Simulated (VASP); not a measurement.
Set up this calculation in VASP 6.6.1, as the native input.

* Task: single point
* Functional: PBEsol
* Dispersion: D3(BJ)
* Potentials or basis: VASP PAW PBE potentials, release 64 (Ga_d, Sb)
* Cutoff: 520 eV
* k mesh: 14 × 14 × 14
* Occupations: gaussian, width 0.15 eV
* Spin: no spin polarisation
* Dipole correction: no
* Further INCAR settings: ALGO = Normal; EDIFF = 1e-06; NBANDS = 22

The structure of GaSb3 lies in POSCAR:

```
GaSb3
1.0
    0.0000000000      3.8951013652      3.0381790649
    3.8951013652      0.0000000000      3.0381790649
    3.8951013652      3.8951013652      0.0000000000
Ga Sb
1 3
Direct
    0.0000000000      0.0000000000      0.0000000000
    0.2500000000      0.2500000000      0.2500000000
    0.7500000000      0.7500000000      0.7500000000
    0.5000000000      0.5000000000      0.5000000000
```

This cell differs from its parent crystal: ratio of the length along z to the lengths across it x 0.78, volume and fractional coordinates fixed.

One way to write it, as run:

INCAR

```
PREC = Accurate ; ENCUT = 520
EDIFF = 1E-6 ; ISMEAR = 0
SIGMA = 0.15 ; LREAL = F
LASPH = T ; NELM = 60
ALGO = Normal ; ISIF = 2
LWAVE = F ; LCHARG = T
GGA = PS ; IVDW = 12
LELF = T ; LVHAR = T
NBANDS = 22
```

KPOINTS

```
regular mesh
0
Gamma
  14 14 14
```

Potentials or basis: VASP PAW PBE potentials, release 64 (Ga_d, Sb).

The run is started by

```bash
$ cat potpaw_PBE.64/Ga_d/POTCAR potpaw_PBE.64/Sb/POTCAR > POTCAR
$ mpirun -np 1 vasp_std > vasp.out
```

It gave:

The pressure is 2.6 GPa. The band gap on the k mesh is zero (bands 14 and 15 overlap by 3.88 eV) and the dispersion energy per atom is -0.493 eV.

Caveat: the PAW data sets were made with another functional, which shifts forces and pressure a little; spin-orbit coupling is left out, which moves the levels of the heavy elements.

It took 3.3 min on 1 thread of Intel(R) Xeon(R) 6975P-C (Granite Rapids), on a shared host, peak memory 0.59 GiB.
